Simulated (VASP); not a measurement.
Input of a VASP 6.6.1 run:

POSCAR

```
Bi
1.0
    0.0000000000      2.6003226765      2.6003226765
    2.6003226765      0.0000000000      2.6003226765
    2.6003226765      2.6003226765      0.0000000000
Bi
1
Direct
    0.0000000000      0.0000000000      0.0000000000
```

Contents of INCAR.step1:

```
ALGO = Normal ; EDIFF = 1E-4
ENCUT = 520 ; GGA = PE
ISMEAR = -1 ; LASPH = T
LCHARG = F ; LREAL = F
LWAVE = T ; NBANDS = 14
NELM = 100 ; PREC = Accurate
SIGMA = 0.1
```

The input INCAR.step2:

```
ALGO = Normal ; EDIFF = 1E-6
ENCUT = 520 ; ISIF = 2
ISMEAR = -1 ; ISTART = 1
LASPH = T ; LCHARG = T
LELF = T ; LMIXTAU = T
LREAL = F ; LVHAR = T
LWAVE = F ; METAGGA = R2SCAN
NBANDS = 14 ; NELM = 100
PREC = Accurate ; SIGMA = 0.1
```

The input KPOINTS:

```
k-points
0
Gamma
  12 12 12
```

Potentials or basis: VASP PAW PBE potentials, release 64 (Bi_d).

Launch:

```sh
$ cat potpaw_PBE.64/Bi_d/POTCAR > POTCAR
$ cp INCAR.step1 INCAR
$ mpirun -np 1 vasp_std > vasp.out
$ cp INCAR.step2 INCAR
$ mpirun -np 1 vasp_std > vasp.out
```

(1) Predict the pressure.

## Answers

(1) -5.0 GPa.

Caveat: the PAW data sets were made with another functional, which shifts forces and pressure a little.
